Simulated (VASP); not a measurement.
# B (P1) in VASP: notebook

B is run at these levels: PBE; tasks: single point, relaxation of cell and atoms.

Everything below comes from runs of VASP 6.6.1. Logs are shortened: lines on timing, memory, paths and dates and some standing lists are left out, and cuts for length are marked.

## Step 1: The cell of the first run

The typed cell holds 8 atoms: a = 3.249 Å, b = 4.207 Å, c = 4.997 Å, α = 99.56°, β = 91.00°, γ = 111.21°.

## Step 2: Single point, PBE

Input file INCAR:

```
SYSTEM = B
PREC     = Accurate       ! precision mode
ENCUT    = 520            ! plane-wave cutoff, eV
EDIFF    = 1E-7           ! SCF threshold, eV
ISMEAR   = 0              ! smearing method
SIGMA    = 0.1            ! smearing width, eV
LREAL    = .False.        ! projectors in reciprocal space
LASPH    = .True.         ! aspherical terms in the spheres
NELM     = 80             ! most SCF steps
ALGO     = Normal         ! electronic algorithm
ISIF     = 2              ! what is computed and relaxed
LWAVE    = .False.        ! write WAVECAR
LCHARG   = .False.        ! write CHGCAR
GGA      = PE             ! functional
NBANDS   = 22             ! bands
```

Input file KPOINTS:

```
Automatic mesh
0
Gamma
  6 4 4
  0 0 0
```

Input file POSCAR:

```
B
1.0
    3.2494563708      0.0000000000      0.0000000000
   -1.5220899084      3.9215877282      0.0000000000
   -0.0873108476     -0.9238299154      4.9099659011
B
8
Direct
    0.1391859250      0.2687620294      0.1823499754
    0.6637905934      0.3221629468      0.1494400164
    0.6055584817      0.7064940480      0.3355039406
    0.0958365452      0.6868278073      0.3427652550
    0.8562008722      0.2475838654      0.8118540495
    0.3349061629      0.2000560835      0.8369484225
    0.4281337363      0.8388098946      0.6612989891
    0.8763876830      0.7293033248      0.6798393516
```

Potentials or basis: VASP PAW PBE potentials, release 64 (B).

Run with:

```bash
$ cat potpaw_PBE.64/B/POTCAR > POTCAR
$ mpirun -np 1 vasp_std > vasp.out
```

OUTCAR:

```text
SYSTEM = B
   PREC = Accurate
   ENCUT = 520
   EDIFF = 1E-7
   ISMEAR = 0
   LREAL = .False.
   LASPH = .True.
   NELM = 80
   ISIF = 2
   GGA = PE

 ion  position               nearest neighbor table
   1  0.139  0.269  0.182-   2 1.65   2 1.65   4 1.86   6 1.86   3 1.94   5 2.03
   2  0.664  0.322  0.149-   1 1.65   1 1.65   6 1.77   4 1.78   3 1.80   5 1.83
   3  0.606  0.706  0.336-   4 1.62   4 1.63   2 1.80   7 1.80   8 1.89   1 1.94
   4  0.096  0.687  0.343-   3 1.62   3 1.63   2 1.78   7 1.79   8 1.85   1 1.86
   5  0.856  0.248  0.812-   6 1.64   6 1.64   7 1.81   2 1.83   1 2.03
   6  0.335  0.200  0.837-   5 1.64   5 1.64   7 1.75   2 1.77   1 1.86   8 2.02
   7  0.428  0.839  0.661-   8 1.68   8 1.69   6 1.75   4 1.79   3 1.80   5 1.81
   8  0.876  0.729  0.680-   7 1.68   7 1.69   4 1.85   3 1.89   6 2.02

  LATTYP: Found a triclinic cell.
 ALAT       =    11.1262470444
 B/A-ratio  =     0.7305551613
 C/A-ratio  =     1.1863008922
 COS(alpha) =     0.0112297315
 COS(beta)  =     0.5297934856
 COS(gamma) =     0.8524013271

  Lattice vectors:

 A1 = (  -4.8022011380,  -2.0739278974,  -9.8199318022)
 A2 = (  -6.4116018940,   0.9238299154,  -4.9099659011)
 A3 = (   6.4682578828,  -5.9955156256,  -9.8199318022)

Analysis of symmetry for initial positions (statically):
=====================================================================
 Subroutine PRICEL returns:
 Original cell was already a primitive cell.

 Routine SETGRP: Setting up the symmetry group for a
 triclinic supercell.

 Subroutine GETGRP returns: Found  1 space group operations
 (whereof  1 operations were pure point group operations)
 out of a pool of  2 trial point group operations.

The static configuration has the point symmetry C_1 .

Analysis of symmetry for dynamics (positions and initial velocities):
=====================================================================
 Subroutine PRICEL returns:
 Original cell was already a primitive cell.

 Routine SETGRP: Setting up the symmetry group for a
 triclinic supercell.

 Subroutine GETGRP returns: Found  1 space group operations
 (whereof  1 operations were pure point group operations)
 out of a pool of  2 trial point group operations.

The dynamic configuration has the point symmetry C_1 .

 Subroutine INISYM returns: Found  1 space group operations
 (whereof  1 operations are pure point group operations),
 and found     1 'primitive' translations

----------------------------------------------------------------------------------------

                                     Primitive cell

  volume of cell :      62.5678

  direct lattice vectors                    reciprocal lattice vectors
     3.249456371  0.000000000  0.000000000     0.307743784  0.119444914  0.027946458
    -1.522089908  3.921587728  0.000000000     0.000000000  0.254998758  0.047979046
    -0.087310848 -0.923829915  4.909965901     0.000000000  0.000000000  0.203667402

  length of vectors
     3.249456371  4.206614791  4.996884034     0.331291908  0.259473227  0.203667402

  position of ions in fractional coordinates (direct lattice)
     0.139185925  0.268762029  0.182349975
     0.663790593  0.322162947  0.149440016
     0.605558482  0.706494048  0.335503941
     0.095836545  0.686827807  0.342765255
     0.856200872  0.247583865  0.811854049
     0.334906163  0.200056084  0.836948423
     0.428133736  0.838809895  0.661298989
     0.876387683  0.729303325  0.679839352

  ion indices of the primitive-cell ions
   primitive index   ion index
                 1           1
                 2           2
                 3           3
                 4           4
                 5           5
                 6           6
                 7           7
                 8           8

----------------------------------------------------------------------------------------

 KPOINTS: Automatic mesh

Automatic generation of k-mesh.
 Grid dimensions read from file:
 generate k-points for:    6    4    4

 Generating k-lattice:

  Cartesian coordinates                     Fractional coordinates (reciprocal lattice)
     0.051290631  0.019907486  0.004657743     0.166666667  0.000000000 -0.000000000
     0.000000000  0.063749689  0.011994762     0.000000000  0.250000000  0.000000000
     0.000000000  0.000000000  0.050916851     0.000000000  0.000000000  0.250000000

  Length of vectors
     0.055215318  0.064868307  0.050916851

  Shift w.r.t. Gamma in fractional coordinates (k-lattice)
     0.000000000  0.000000000  0.000000000

 Subroutine IBZKPT returns following result:
 ===========================================

 Found     52 irreducible k-points:

 Following reciprocal coordinates:
            Coordinates               Weight
  0.000000  0.000000  0.000000      1.000000
  0.166667  0.000000 -0.000000      2.000000
  0.333333  0.000000 -0.000000      2.000000
  0.500000  0.000000  0.000000      1.000000
  0.000000  0.250000  0.000000      2.000000
  0.166667  0.250000  0.000000      2.000000
[... 16 lines left out ...]
  0.333333  0.250000  0.250000      2.000000
  0.500000  0.250000  0.250000      2.000000
 [... further k-points ...]
   k-points           NKPTS =     52   k-points in BZ     NKDIM =     52   number of bands    NBANDS=     22
   number of dos      NEDOS =    301   number of ions     NIONS =      8
   total plane-waves  NPLWV =  30720
   dimension x,y,z NGX =    24 NGY =   32 NGZ =   40
   dimension x,y,z NGXF=    48 NGYF=   64 NGZF=   80
   ions per type =               8
   NGX,Y,Z   is equivalent  to a cutoff of  12.28, 12.65, 13.31 a.u.
   NGXF,Y,Z  is equivalent  to a cutoff of  24.56, 25.29, 26.62 a.u.
 SYSTEM =  B
   PREC   = accura    normal or accurate (medium, high low for compatibility)
   ISTART =      0    job   : 0-new  1-cont  2-samecut
   ICHARG =      2    charge: 1-file 2-atom 10-const
   ISPIN  =      1    spin polarized calculation?
   LNONCOLLINEAR =      F non collinear calculations
   LSORBIT =      F    spin-orbit coupling
   LASPH  =      T    aspherical Exc in radial PAW
   ENCUT  =  520.0 eV  38.22 Ry    6.18 a.u.   6.04  7.82  9.29*2*pi/ulx,y,z
   NELM   =     80;   NELMIN=  2; NELMDL= -5     # of ELM steps
   EDIFF  = 0.1E-06   stopping-criterion for ELM
   LREAL  =      F    real-space projection
   EDIFFG = 0.1E-05   stopping-criterion for IOM
   NSW    =      0    number of steps for IOM
   IBRION =     -1    ionic relax: 0-MD 1-quasi-New 2-CG
   NFREE  =      0    steps in history (QN), initial steepest desc. (CG)
   ISIF   =      2    stress and relaxation
   ISYM   =      2    0-nonsym 1-usesym 2-fastsym
   POTIM  = 0.5000    time-step for ionic-motion
   TEBEG  =    0.0;   TEEND  =   0.0 temperature during run
   PSTRESS=    0.0 pullay stress
   NELECT =      24.0000    total number of electrons
   NUPDOWN=      -1.0000    fix difference up-down
   EMIN   =  10.00;   EMAX   =-10.00  energy-range for DOS
   EFERMI =   0.00;   METHOD = LEGACY
   ISMEAR =     0;   SIGMA  =   0.10  broadening in eV -4-tet -1-fermi 0-gaus
   EFERMI_NEDOS =   21; number of points for ismear=-14 and -15
   IALGO  =     38    algorithm
   IMIX   =      4    mixing-type and parameters
     AMIX     =   0.40;   BMIX     =  1.00
     AMIX_MAG =   1.60;   BMIX_MAG =  1.00
  volume/ion in A,a.u.               =       7.82        52.78
  Fermi-wavevector in a.u.,A,eV,Ry     =   1.189492  2.247814 19.250765  1.414891
  Thomas-Fermi vector in A             =   2.325598
   LORBIT       =      0    0 simple, 1 ext, 2 COOP (PROOUT), +10 PAW based schemes
   GGA     = PE    functional components
   LHFCALC =     F    Hartree Fock is set to
   AEXX    =    0.0000 exact exchange contribution
   IVDW    =     0    specifies the selected vdW correction
   LEPSILON=     F    determine dielectric tensor
   LRPA    =     F    only Hartree local field effects (RPA)
 non-spin polarized calculation
 Gauss-broadening in eV      SIGMA  =   0.10
  energy-cutoff  :      520.00
  volume of cell :       62.57
 maximum number of plane-waves:      1703
   NGX = 13   NGY = 15   NGZ = 19

 number of electron      24.0000000 magnetization

 Free energy of the ion-electron system (eV)
  ---------------------------------------------------
  ext. energy  EPLUGINS =         0.00000000
  ---------------------------------------------------
  free energy    TOTEN  =       -49.76793290 eV

  energy without entropy =      -49.76040108  energy(sigma->0) =      -49.76416699

 E-fermi :   6.1677     XC(G=0): -11.2230

 val. band max:        6.1179655355   @ k =   0.5000   0.5000   0.2500
 cond. band min:       6.1871603577   @ k =   0.1667   0.2500   0.0000
 fundamental gap:      0.0691948223
 Fermi energy:         6.1677018795

 k-point     1 :       0.0000    0.0000    0.0000
  band No.  band energies     occupation
      1     -10.3539      2.00000
      2      -6.4427      2.00000
      3      -6.2780      2.00000
      4      -0.8869      2.00000
      5      -0.4294      2.00000
      6      -0.3789      2.00000
[... 14 lines left out ...]
     21      12.0199      0.00000
     22      13.4320      0.00000

 k-point     2 :       0.1667    0.0000   -0.0000
  band No.  band energies     occupation
      1     -10.0296      2.00000
      2      -6.5130      2.00000
      3      -5.6275      2.00000
      4      -2.8944      2.00000
      5      -2.0111      2.00000
      6      -0.3825      2.00000
[... 14 lines left out ...]
     21      13.9579      0.00000
     22      14.6398      0.00000
[... 523 lines left out ...]
     21      14.4943      0.00000
     22      15.6413      0.00000

 k-point    24 :       0.5000    0.2500    0.2500
  band No.  band energies     occupation
      1      -7.5924      2.00000
      2      -6.9014      2.00000
      3      -5.7718      2.00000
      4      -5.3926      2.00000
      5      -2.6779      2.00000
      6      -1.8013      2.00000
[... 14 lines left out ...]
     21      14.8983      0.00000
     22      15.6089      0.00000

 [... further k-points ...]

------------------------ aborting loop because EDIFF is reached ----------------------------------------

  FORCE on cell =-STRESS in cart. coord.  units (eV):
  Direction    XX          YY          ZZ          XY          YZ          ZX
  --------------------------------------------------------------------------------------
  -------------------------------------------------------------------------------------
  Total       -0.7819270      1.0877583      1.1267929      0.4335429     -0.2931372     -0.3333729
  in kB      -20.0228390     27.8542751     28.8538359     11.1017519     -7.5063762     -8.5366950
  external PRESSURE =      12.2284240 kB  Pullay stress =       0.0000000 kB

 VOLUME and BASIS-vectors are now :
 -----------------------------------------------------------------------------
  energy-cutoff  :      520.00
  volume of cell :       62.57
      direct lattice vectors                 reciprocal lattice vectors
     3.249456371  0.000000000  0.000000000     0.307743784  0.119444914  0.027946458
    -1.522089908  3.921587728  0.000000000     0.000000000  0.254998758  0.047979046
    -0.087310848 -0.923829915  4.909965901     0.000000000  0.000000000  0.203667402

 POSITION                                       TOTAL-FORCE (eV/Angst)
 -----------------------------------------------------------------------------------
      0.02728      0.88551      0.89533         0.031267      0.177928      0.004094
      1.65355      1.12533      0.73375        -0.142259     -0.022687     -0.071743
      0.86310      2.46063      1.64731        -0.019683     -0.144677     -0.039808
     -0.76392      2.37680      1.68297        -0.036975      0.079334      0.128273
      2.33446      0.22091      3.98618        -0.284103      1.095076      0.082625
      0.71068      0.01134      4.10939         0.030794     -0.611837     -0.034992
      0.05672      2.67854      3.24696         0.034877      0.104729     -0.198008
      1.67836      2.23197      3.33799         0.386083     -0.677866      0.129559
 -----------------------------------------------------------------------------------
    total drift:                                0.000002      0.000002      0.000011

  FREE ENERGIE OF THE ION-ELECTRON SYSTEM (eV)
  ---------------------------------------------------
  free  energy   TOTEN  =       -49.7679328992 eV

  energy  without entropy=      -49.7604010771  energy(sigma->0) =      -49.76416699
```

Run time: 43 s. Hardware: 1 thread of AMD EPYC 9R45 (Zen 5), shared host; peak memory 0.16 GiB.

Results:

| Item | Value |
| --- | --- |
| Free energy | -49.7679 eV |
| Pressure | 1.2 GPa |
| Largest force | 1.134 eV/Å |
| Band gap on the k mesh | zero (bands 12 and 13 overlap by 4.22 eV) |

Forces in eV/Å, atoms in the order of the input:
```
B    0.031  0.178  0.004
B   -0.142 -0.023 -0.072
B   -0.020 -0.145 -0.040
B   -0.037  0.079  0.128
B   -0.284  1.095  0.083
B    0.031 -0.612 -0.035
B    0.035  0.105 -0.198
B    0.386 -0.678  0.130
```

Levels at points of the mesh, in eV from the Fermi level:
| k point | band 8 | band 9 | band 10 | band 11 | band 12 | band 13 | band 14 | band 15 | band 16 | band 17 |
| --- | --- | --- | --- | --- | --- | --- | --- | --- | --- | --- |
| (0.00, 0.00, 0.00) | -5.98 | -5.20 | -4.48 | -3.90 | -3.30 | 2.55 | 3.95 | 4.39 | 4.54 | 4.63 |
| (0.50, 0.00, 0.00) | -4.91 | -4.68 | -3.95 | -2.91 | -2.64 | 0.02 | 1.07 | 2.04 | 3.16 | 4.94 |
| (0.00, 0.50, 0.00) | -6.84 | -5.93 | -5.60 | 1.29 | 1.81 | 3.02 | 3.35 | 4.22 | 5.82 | 6.08 |
| (0.50, 0.50, 0.00) | -4.82 | -4.65 | -4.35 | -3.16 | -3.06 | 0.49 | 1.42 | 2.67 | 3.71 | 4.72 |
| (0.00, 0.00, 0.50) | -6.23 | -5.81 | -5.60 | -2.32 | -1.99 | 2.89 | 2.92 | 3.29 | 3.81 | 4.36 |
| (0.50, 0.00, 0.50) | -5.57 | -3.78 | -3.02 | -1.39 | -1.31 | -0.97 | 0.36 | 3.10 | 3.55 | 4.44 |
| (0.00, 0.50, 0.50) | -5.95 | -5.39 | -4.73 | -1.32 | 2.33 | 3.39 | 3.91 | 4.24 | 4.67 | 5.27 |
| (0.50, 0.50, 0.50) | -6.08 | -3.86 | -3.02 | -1.44 | -1.18 | -0.96 | 0.98 | 2.89 | 4.23 | 4.74 |

Caveat: the k points lie up to 0.41 Å⁻¹ apart, too coarse for converged energies and pressures of a metal; forces of over 1 eV/Å act on the atoms, so gaps and moduli don't describe the material at rest.

## Step 3: Relaxation of cell and atoms, PBE

Input file INCAR:

```
  ALGO = Normal
  EDIFF = 1E-6
  EDIFFG = -0.04
  ENCUT = 600
  GGA = PE
  IBRION = 2
  ISIF = 3
  ISMEAR = 0
  LASPH = T
  LCHARG = F
  LREAL = F
  LWAVE = F
  NELM = 80
  NSW = 90
  PREC = Accurate
  SIGMA = 0.1
```

Input file KPOINTS:

```
k-points
0
Gamma
  6 4 4
```

POSCAR is that of step 2.

Potentials or basis: VASP PAW PBE potentials, release 64 (B).

Run with:

```bash
$ cat potpaw_PBE.64/B/POTCAR > POTCAR
$ mpirun -np 1 vasp_std > vasp.out
```

It took 11 min on 1 thread of AMD EPYC 9R45 (Zen 5), shared host; peak memory 0.18 GiB.

Results (log left out):

| Quantity | Value |
| --- | --- |
| Free energy | -51.1209 eV |
| Relaxed volume | 8.41 Å³/atom |
| Relaxed cell | a = 3.237 Å, b = 4.214 Å, c = 5.388 Å, α = 102.22°, β = 97.46°, γ = 106.89° |
| Space group after relaxing (to 0.1 Å) | P-1 (No. 2) |
| Energy gained by relaxing | 168.2 meV/atom |
| Ionic steps | 36 |
| Pressure after relaxing | 0.1 GPa |
| Largest force after relaxing | 0.038 eV/Å |
| Band gap on the k mesh | zero (bands 12 and 13 overlap by 1.65 eV) |

Forces on the atoms (eV/Å):
```
B   -0.016  0.018 -0.019
B   -0.007  0.024 -0.013
B    0.010 -0.006  0.006
B   -0.003 -0.013  0.013
B   -0.016  0.009 -0.012
B    0.032 -0.009  0.018
B   -0.009  0.010 -0.004
B    0.009 -0.033  0.010
```

Stress tensor (GPa, compression positive):
```
 0.18 -0.07 -0.03
-0.07 -0.04 -0.04
-0.03 -0.04  0.03
```

The path:
```
step  energy change (eV)  largest force (eV/Å)  pressure (GPa)  volume (Å³)
   1              0.0000                1.1339            1.19        62.57
   2             -0.1350                1.1901            0.89        63.09
   3             -0.3889                2.0775            0.89        64.64
   4             -0.4320                1.9493            0.49        64.81
   5             -0.5371                1.6127           -0.55        65.30
   6             -0.5548                1.9106           -1.71        66.27
   7             -0.5910                1.3477           -1.29        65.76
   8             -0.5931                1.2943           -1.43        65.87
   9             -0.6521                1.0873           -1.73        65.84
  10             -0.7956                1.0874           -2.44        65.73
  11             -0.9257                1.3588           -2.88        65.49
  12             -1.0236                1.1133           -1.52        65.11
  13             -1.1488                1.1530            3.42        63.98
  14             -1.2135                0.4912            2.83        64.29
  15             -1.2311                0.9017            2.42        64.58
  16             -1.2656                0.4104            0.45        65.26
  17             -1.2685                0.3072           -0.28        65.53
  18             -1.2792                0.2532           -0.24        65.64
  19             -1.2844                0.3065           -0.15        65.78
  20             -1.2937                0.2718            0.13        65.83
  21             -1.2986                0.3736            0.55        65.89
  22             -1.3064                0.2407            0.43        66.03
  23             -1.3115                0.4059            0.25        66.27
  24             -1.3184                0.3154            0.03        66.43
  25             -1.3254                0.2936           -0.46        66.79
  26             -1.3307                0.1739           -0.15        66.78
  27             -1.3342                0.1823            0.39        66.75
  28             -1.3382                0.1512            0.30        66.84
  29             -1.3395                0.2664            0.22        66.93
  30             -1.3427                0.1430           -0.03        67.09
  31             -1.3428                0.1768           -0.08        67.12
  32             -1.3443                0.0638            0.03        67.17
  33             -1.3444                0.0722            0.05        67.18
  34             -1.3449                0.0597            0.10        67.21
  35             -1.3450                0.0798            0.13        67.23
  36             -1.3453                0.0375            0.06        67.28
```

Final structure:
```
B
1.0
     3.23066    0.11419   -0.17269
    -1.37310    3.98207   -0.11176
    -0.37836   -1.19062    5.24152
B
8
Direct
  0.15982 0.32495 0.14071
  0.67316 0.36854 0.11864
  0.58996 0.67269 0.36042
  0.07705 0.63053 0.38121
  0.82779 0.32448 0.81105
  0.25595 0.12567 0.85025
  0.49373 0.87603 0.64890
  0.92254 0.67711 0.68881
```

Levels at points of the mesh, in eV from the Fermi level:
```
           k point  band 8  band 9  band 10  band 11  band 12  band 13  band 14  band 15  band 16  band 17
(0.00, 0.00, 0.00)   -5.27   -4.29    -4.24    -2.82    -1.71     2.90     3.61     4.30     4.66     4.69
(0.50, 0.00, 0.00)   -4.74   -3.95    -2.93    -2.82    -1.57    -0.30     2.79     3.20     4.40     5.32
(0.00, 0.50, 0.00)   -6.45   -5.01    -2.54     0.07     1.17     3.15     3.31     3.90     5.27     5.73
(0.50, 0.50, 0.00)   -4.88   -3.87    -3.04    -2.73    -2.35     0.85     3.31     3.69     4.10     4.83
(0.00, 0.00, 0.50)   -5.05   -4.43    -3.04    -2.80    -1.27     2.50     3.00     3.69     3.86     5.64
(0.50, 0.00, 0.50)   -4.09   -3.41    -3.18    -1.93    -0.71    -0.48     1.59     3.38     3.76     5.01
(0.00, 0.50, 0.50)   -5.07   -4.14    -2.59    -2.09     0.06     3.26     3.58     4.45     4.81     5.45
(0.50, 0.50, 0.50)   -5.14   -4.76    -3.73    -2.15    -0.36    -0.06     1.69     3.99     5.23     5.25
```

Caveat: the k points lie up to 0.40 Å⁻¹ apart in the final cell, too coarse for converged energies and pressures of a metal.
